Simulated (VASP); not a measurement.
WC:

```
CELL_PARAMETERS angstrom
0.00000 2.19268 2.19268
2.19268 0.00000 2.19268
2.19268 2.19268 0.00000
ATOMIC_POSITIONS crystal
W 0.00000 0.00000 0.00000
C 0.50000 0.50000 0.50000
```

Base run:

* Program: VASP 6.6.1
* Functional: LDA
* Potentials or basis: VASP PAW LDA potentials, release 64 (W_sv, C)
* Cutoff: 600 eV
* k mesh: 8 × 8 × 8
* Occupations: fermi-dirac, width 0.1 eV
* Spin: no spin polarisation

Its results: band gap on the k mesh zero (band 9 reaches 13.31 eV, above the bottom of band 10 at 10.22 eV); pressure -13.5 GPa.

Question: The run is repeated on the same cell with these changes: k mesh from 8 × 8 × 8 to 5 × 5 × 5. What comes out?

Answer: Band gap on the k mesh zero (band 9 reaches 12.77 eV, above the bottom of band 10 at 10.70 eV); pressure -14.4 GPa.

Caveats: some runs use coarse meshes; spin-orbit coupling is left out, which moves the levels of the heavy elements.
